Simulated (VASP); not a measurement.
# Co (P6_3/mmc) in VASP: electric field gradients with PBE+D3(BJ)

Aim: the electric field gradients of Co with PBE+D3(BJ).

Program: VASP 6.6.1. These are calculated values, not measurements. Logs are shortened: lines on timing, memory, paths and dates and some standing lists are left out, and cuts for length are marked.

## (1) The cell of the first run

It takes space group P6_3/mmc (No. 194, hexagonal). The conventional cell has a = 2.472 Å, b = 2.472 Å, c = 4.021 Å, α = 90.00°, β = 90.00°, γ = 120.00°. Co (site symmetry -6m2) has 12 Co at 2.47 Å within 3.3 Å.

## (2) Electric field gradients, PBE+D3(BJ)

Input file INCAR:

```
ALGO = Normal
EDIFF = 1E-8
ENCUT = 520
GGA = PE
GGA_COMPAT = False
ISIF = 2
ISMEAR = 0
IVDW = 12
LASPH = True
LCHARG = False
LEFG = True
LREAL = False
LWAVE = False
NBANDS = 16
NELM = 120
PREC = Accurate
SIGMA = 0.1
```

Input file KPOINTS:

```
k-points
0
Gamma
  6 6 4
```

Input file POSCAR:

```
Co
1.0
    2.4719999032      0.0000000000      0.0000000000
   -1.2359999516      2.1408147143      0.0000000000
    0.0000000000      0.0000000000      4.0211440800
Co
2
Direct
    0.3333333333      0.6666666667      0.2500000000
    0.6666666667      0.3333333333      0.7500000000
```

Potentials or basis: VASP PAW PBE potentials, release 64 (Co).

On the command line:

```sh
> cat potpaw_PBE.64/Co/POTCAR > POTCAR
> mpirun -np 1 vasp_std > vasp.out
```

OUTCAR:

```text
EDIFF = 1E-8
   ENCUT = 520
   GGA = PE
   ISIF = 2
   ISMEAR = 0
   IVDW = 12
   LASPH = True
   LREAL = False
   NELM = 120
   PREC = Accurate
 IVDW          = 12

 ion  position               nearest neighbor table
   1  0.333  0.667  0.250-   2 2.47   2 2.47   2 2.47   2 2.47   2 2.47   2 2.47
   2  0.667  0.333  0.750-   1 2.47   1 2.47   1 2.47   1 2.47   1 2.47   1 2.47

  LATTYP: Found a hexagonal cell.
 ALAT       =     2.4719999032
 C/A-ratio  =     1.6266764715

  Lattice vectors:

 A1 = (   2.4719999032,   0.0000000000,   0.0000000000)
 A2 = (  -1.2359999516,   2.1408147143,   0.0000000000)
 A3 = (   0.0000000000,   0.0000000000,   4.0211440800)

Analysis of symmetry for initial positions (statically):
=====================================================================
 Subroutine PRICEL returns:
 Original cell was already a primitive cell.

 Routine SETGRP: Setting up the symmetry group for a
 hexagonal supercell.

 Subroutine GETGRP returns: Found 24 space group operations
 (whereof 12 operations were pure point group operations)
 out of a pool of 24 trial point group operations.

The static configuration has the point symmetry D_3d.
 The point group associated with its full space group is D_6h.

Analysis of symmetry for dynamics (positions and initial velocities):
=====================================================================
 Subroutine PRICEL returns:
 Original cell was already a primitive cell.

 Routine SETGRP: Setting up the symmetry group for a
 hexagonal supercell.

 Subroutine GETGRP returns: Found 24 space group operations
 (whereof 12 operations were pure point group operations)
 out of a pool of 24 trial point group operations.

The dynamic configuration has the point symmetry D_3d.
 The point group associated with its full space group is D_6h.

 Subroutine INISYM returns: Found 24 space group operations
 (whereof 12 operations are pure point group operations),
 and found     1 'primitive' translations

----------------------------------------------------------------------------------------

                                     Primitive cell

  volume of cell :      21.2803

  direct lattice vectors                    reciprocal lattice vectors
     2.471999903  0.000000000  0.000000000     0.404530760  0.233555943  0.000000000
    -1.235999952  2.140814714  0.000000000     0.000000000  0.467111887  0.000000000
     0.000000000  0.000000000  4.021144080     0.000000000  0.000000000  0.248685444

  length of vectors
     2.471999903  2.471999903  4.021144080     0.467111887  0.467111887  0.248685444

  position of ions in fractional coordinates (direct lattice)
     0.333333333  0.666666667  0.250000000
     0.666666667  0.333333333  0.750000000

  ion indices of the primitive-cell ions
   primitive index   ion index
                 1           1
                 2           2

----------------------------------------------------------------------------------------

 KPOINTS: k-points

Automatic generation of k-mesh.
 Grid dimensions read from file:
 generate k-points for:    6    6    4

 Generating k-lattice:

  Cartesian coordinates                     Fractional coordinates (reciprocal lattice)
     0.067421793  0.038925991  0.000000000     0.166666667 -0.000000000  0.000000000
     0.000000000  0.077851981  0.000000000     0.000000000  0.166666667  0.000000000
     0.000000000  0.000000000  0.062171361     0.000000000  0.000000000  0.250000000

  Length of vectors
     0.077851981  0.077851981  0.062171361

  Shift w.r.t. Gamma in fractional coordinates (k-lattice)
     0.000000000  0.000000000  0.000000000

 Subroutine IBZKPT returns following result:
 ===========================================

 Found     21 irreducible k-points:

 Following reciprocal coordinates:
            Coordinates               Weight
  0.000000  0.000000  0.000000      1.000000
  0.166667  0.000000  0.000000      6.000000
  0.333333 -0.000000  0.000000      6.000000
  0.500000  0.000000  0.000000      3.000000
  0.166667  0.166667  0.000000      6.000000
  0.333333  0.166667  0.000000     12.000000
[... 13 lines left out ...]
  0.333333  0.166667  0.500000     12.000000
  0.333333  0.333333  0.500000      2.000000
   k-points           NKPTS =     21   k-points in BZ     NKDIM =     21   number of bands    NBANDS=     16
   number of dos      NEDOS =    301   number of ions     NIONS =      2
   total plane-waves  NPLWV =   9720
   dimension x,y,z NGX =    18 NGY =   18 NGZ =   30
   dimension x,y,z NGXF=    36 NGYF=   36 NGZF=   60
   ions per type =               2
   NGX,Y,Z   is equivalent  to a cutoff of  12.11, 12.11, 12.40 a.u.
   NGXF,Y,Z  is equivalent  to a cutoff of  24.21, 24.21, 24.81 a.u.
 SYSTEM =  unknown system
   PREC   = accura    normal or accurate (medium, high low for compatibility)
   ISTART =      0    job   : 0-new  1-cont  2-samecut
   ICHARG =      2    charge: 1-file 2-atom 10-const
   ISPIN  =      1    spin polarized calculation?
   LNONCOLLINEAR =      F non collinear calculations
   LSORBIT =      F    spin-orbit coupling
   LASPH  =      T    aspherical Exc in radial PAW
   ENCUT  =  520.0 eV  38.22 Ry    6.18 a.u.   4.60  4.60  7.48*2*pi/ulx,y,z
   NELM   =    120;   NELMIN=  2; NELMDL= -5     # of ELM steps
   EDIFF  = 0.1E-07   stopping-criterion for ELM
   LREAL  =      F    real-space projection
   EDIFFG = 0.1E-06   stopping-criterion for IOM
   NSW    =      0    number of steps for IOM
   IBRION =     -1    ionic relax: 0-MD 1-quasi-New 2-CG
   NFREE  =      0    steps in history (QN), initial steepest desc. (CG)
   ISIF   =      2    stress and relaxation
   ISYM   =      2    0-nonsym 1-usesym 2-fastsym
   POTIM  = 0.5000    time-step for ionic-motion
   TEBEG  =    0.0;   TEEND  =   0.0 temperature during run
   PSTRESS=    0.0 pullay stress
   NELECT =      18.0000    total number of electrons
   NUPDOWN=      -1.0000    fix difference up-down
   EMIN   =  10.00;   EMAX   =-10.00  energy-range for DOS
   EFERMI =   0.00;   METHOD = LEGACY
   ISMEAR =     0;   SIGMA  =   0.10  broadening in eV -4-tet -1-fermi 0-gaus
   EFERMI_NEDOS =   21; number of points for ismear=-14 and -15
   IALGO  =     38    algorithm
   IMIX   =      4    mixing-type and parameters
     AMIX     =   0.40;   BMIX     =  1.00
     AMIX_MAG =   1.60;   BMIX_MAG =  1.00
  volume/ion in A,a.u.               =      10.64        71.80
  Fermi-wavevector in a.u.,A,eV,Ry     =   1.548246  2.925761 32.614055  2.397065
  Thomas-Fermi vector in A             =   2.653224
   LORBIT       =      0    0 simple, 1 ext, 2 COOP (PROOUT), +10 PAW based schemes
   GGA     = PE    functional components
   LHFCALC =     F    Hartree Fock is set to
   AEXX    =    0.0000 exact exchange contribution
   IVDW    =    12    specifies the selected vdW correction
   LEPSILON=     F    determine dielectric tensor
   LRPA    =     F    only Hartree local field effects (RPA)
 non-spin polarized calculation
 Gauss-broadening in eV      SIGMA  =   0.10
  energy-cutoff  :      520.00
  volume of cell :       21.28
 maximum number of plane-waves:       584
   NGX =  9   NGY =  9   NGZ = 15

 number of electron      17.9999990 magnetization

 Free energy of the ion-electron system (eV)
  ---------------------------------------------------
  ext. energy  EPLUGINS =         0.00000000
  ---------------------------------------------------
  free energy    TOTEN  =       -13.61520979 eV

  energy without entropy =      -13.59037965  energy(sigma->0) =      -13.60279472

 E-fermi :  10.3742     XC(G=0): -13.5377

 val. band max:       10.3692581018   @ k =   0.1667   0.1667   0.0000
 cond. band min:      10.4030528314   @ k =   0.3333   0.3333   0.0000
 fundamental gap:      0.0337947296
 Fermi energy:        10.3741840603

 k-point     1 :       0.0000    0.0000    0.0000
  band No.  band energies     occupation
      1       1.4996      2.00000
      2       5.7237      2.00000
      3       8.5536      2.00000
      4       8.6498      2.00000
      5       8.6498      2.00000
      6       8.9873      2.00000
[... 8 lines left out ...]
     15      35.7168      0.00000
     16      35.8094      0.00000
[... 362 lines left out ...]
 k-point    21 :       0.3333    0.3333    0.5000
  band No.  band energies     occupation
      1       7.2051      2.00000
      2       7.2051      2.00000
      3       7.2708      2.00000
      4       7.2708      2.00000
      5       8.1177      2.00000
      6       8.1177      2.00000
[... 8 lines left out ...]
     15      20.5893      0.00000
     16      20.5893      0.00000

------------------------ aborting loop because EDIFF is reached ----------------------------------------

 Edisp (eV)   -0.85076

 E8    (eV) :    -0.3734

  FORCE on cell =-STRESS in cart. coord.  units (eV):
  Direction    XX          YY          ZZ          XY          YZ          ZX
  --------------------------------------------------------------------------------------
  -------------------------------------------------------------------------------------
  Total      -1.66007    -1.66007    -2.34307     0.00000     0.00000     0.00000
  in kB    -124.98525  -124.98525  -176.40785     0.00000     0.00000     0.00000
  external pressure =     -142.13 kB  Pullay stress =        0.00 kB

 VOLUME and BASIS-vectors are now :
 -----------------------------------------------------------------------------
  energy-cutoff  :      520.00
  volume of cell :       21.28
      direct lattice vectors                 reciprocal lattice vectors
     2.471999903  0.000000000  0.000000000     0.404530760  0.233555943  0.000000000
    -1.235999952  2.140814714  0.000000000     0.000000000  0.467111887  0.000000000
     0.000000000  0.000000000  4.021144080     0.000000000  0.000000000  0.248685444

 POSITION                                       TOTAL-FORCE (eV/Angst)
 -----------------------------------------------------------------------------------
     -0.00000      1.42721      1.00529         0.000000     -0.000000      0.000000
      1.23600      0.71360      3.01586        -0.000000      0.000000      0.000000
 -----------------------------------------------------------------------------------
    total drift:                                0.000000     -0.000000     -0.000000

  FREE ENERGIE OF THE ION-ELECTRON SYSTEM (eV)
  ---------------------------------------------------
  free  energy   TOTEN  =       -14.4659697844 eV

  energy  without entropy=      -14.4411396379  energy(sigma->0) =      -14.45355471

 Electric field gradients (V/A^2)
---------------------------------------------------------------------
 ion       V_xx      V_yy      V_zz      V_xy      V_xz      V_yz
---------------------------------------------------------------------
   1      -5.103    -5.102    10.205     0.001     0.000     0.000
   2      -5.103    -5.102    10.205     0.001    -0.000     0.000
---------------------------------------------------------------------

 Electric field gradients after diagonalization (V/A^2)
 (convention: |V_zz| > |V_xx| > |V_yy|)
----------------------------------------------------------------------
 ion       V_xx      V_yy      V_zz     asymmetry (V_yy - V_xx)/ V_zz
----------------------------------------------------------------------
   1      -5.104    -5.101    10.205       0.000
   2      -5.104    -5.101    10.205       0.000
----------------------------------------------------------------------

           NMR quadrupolar parameters

 Cq : quadrupolar parameter    Cq=e*Q*V_zz/h
 eta: asymmetry parameters     (V_yy - V_xx)/ V_zz
 Q  : nuclear electric quadrupole moment in mb (millibarn)
----------------------------------------------------------------------
 ion       Cq(MHz)       eta       Q (mb)
----------------------------------------------------------------------
   1       0.025       0.000       1.000
   2       0.025       0.000       1.000
----------------------------------------------------------------------
```

Run time: 5.2 s. Hardware: 1 thread of Intel Xeon 6975P-C (Granite Rapids), shared host; peak memory 0.13 GiB.

Results:

| Item | Value |
| --- | --- |
| Free energy | -14.4660 eV |
| Pressure | -14.2 GPa |
| Band gap on the k mesh | zero (band 9 reaches 10.81 eV, above the bottom of band 10 at 9.40 eV) |
| Dispersion energy per atom | -0.425 eV |

Stress tensor (GPa, compression positive):
```
-12.50   0.00   0.00
  0.00 -12.50   0.00
  0.00   0.00 -17.64
```

Levels at points of the mesh, in eV from the Fermi level:
| k point | band 6 | band 7 | band 8 | band 9 | band 10 | band 11 | band 12 | band 13 |
| --- | --- | --- | --- | --- | --- | --- | --- | --- |
| (0.00, 0.00, 0.00) | -1.39 | -1.39 | -1.01 | -1.01 | -0.04 | 0.15 | 0.15 | 7.02 |
| (0.50, 0.00, 0.00) | -1.76 | -1.38 | 0.34 | 0.39 | 0.49 | 2.01 | 3.99 | 10.11 |
| (0.00, 0.00, 0.50) | -1.79 | -1.79 | -1.79 | -0.17 | -0.17 | -0.17 | -0.17 | 15.41 |
| (0.50, 0.00, 0.50) | -0.89 | -0.27 | -0.27 | 0.43 | 0.43 | 1.98 | 1.98 | 7.98 |

Electric field gradients, principal values (V/Å²):
```
atom   least  middle  greatest (by size)
1 Co  -5.101  -5.104              10.205
2 Co  -5.101  -5.104              10.205
```

Caveat: the k points lie up to 0.49 Å⁻¹ apart; without QUAD_EFG the Cq values of the log hold for a quadrupole moment of 1 mb, not for the nuclei; the run has no spin polarisation, though such a crystal can be magnetic; pairwise dispersion overbinds metals, which lowers pressure and volume. Spin polarisation is off, so any magnetic state and its effect on volume and gap are missing.
